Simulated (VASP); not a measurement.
Write the native input for VASP 6.6.1 that does the following.

- Task: single point
- Functional: r2SCAN
- Dispersion: D3(BJ)
- Potentials or basis: VASP PAW PBE potentials, release 64 (Zr_sv, H)
- Cutoff: 520 eV
- k mesh: 7 × 7 × 7
- Occupations: fermi-dirac, width 0.3 eV
- Spin: no spin polarisation
- Dipole correction: no
- Further INCAR settings: ALGO = Normal; EDIFF = 1e-06; NBANDS = 16

Crystal: ZrH3.

```
CELL_PARAMETERS angstrom
3.12604 0.00000 0.00000
0.00000 3.12604 0.00000
0.00000 0.00000 3.12604
ATOMIC_POSITIONS crystal
Zr 0.00000 0.00000 0.00000
H 0.00000 0.50000 0.50000
H 0.50000 0.00000 0.50000
H 0.50000 0.50000 0.00000
```

One way to write it, as run:

POSCAR

```
ZrH3
1.0
    3.1260380000      0.0000000000      0.0000000000
    0.0000000000      3.1260380000      0.0000000000
    0.0000000000      0.0000000000      3.1260380000
Zr H
1 3
Direct
    0.0000000000      0.0000000000      0.0000000000
    0.0000000000      0.5000000000      0.5000000000
    0.5000000000      0.0000000000      0.5000000000
    0.5000000000      0.5000000000      0.0000000000
```

INCAR.step1

```
SYSTEM = ZrH3
PREC = Accurate ; ENCUT = 520
ISMEAR = -1 ; SIGMA = 0.3
LREAL = .False. ; LASPH = .True.
NELM = 100 ; NBANDS = 16
GGA = PE ; ALGO = Normal
EDIFF = 1E-4 ; LWAVE = .True.
LCHARG = .False.
```

INCAR.step2

```
SYSTEM = ZrH3
PREC = Accurate ; ENCUT = 520
EDIFF = 1E-6 ; ISMEAR = -1
SIGMA = 0.3 ; LREAL = .False.
LASPH = .True. ; NELM = 100
ALGO = Normal ; ISIF = 2
LWAVE = .False. ; LCHARG = .False.
METAGGA = R2SCAN ; LMIXTAU = .True.
IVDW = 12 ; VDW_S6 = 1.0
VDW_S8 = 0.78981345 ; VDW_A1 = 0.49484001
VDW_A2 = 5.73083694 ; NBANDS = 16
ISTART = 1
```

KPOINTS

```
Automatic mesh
0
Gamma
  7 7 7
  0 0 0
```

Potentials or basis: VASP PAW PBE potentials, release 64 (Zr_sv, H).

Launch:

```sh
$ cat potpaw_PBE.64/Zr_sv/POTCAR potpaw_PBE.64/H/POTCAR > POTCAR
$ cp INCAR.step1 INCAR
$ mpirun -np 1 vasp_std > vasp.out
$ cp INCAR.step2 INCAR
$ mpirun -np 1 vasp_std > vasp.out
```

Results of the run:

| Quantity | Value |
| --- | --- |
| Pressure | -3.5 GPa |
| Dispersion energy per atom | -0.099 eV |

Caveat: three body term missing; the PAW data sets were made with another functional, which shifts forces and pressure a little; pairwise dispersion overbinds metals, which lowers pressure and volume.

Wall time 16 s on 1 thread of Intel(R) Xeon(R) 6975P-C (Granite Rapids) (shared host), peak memory 0.15 GiB.
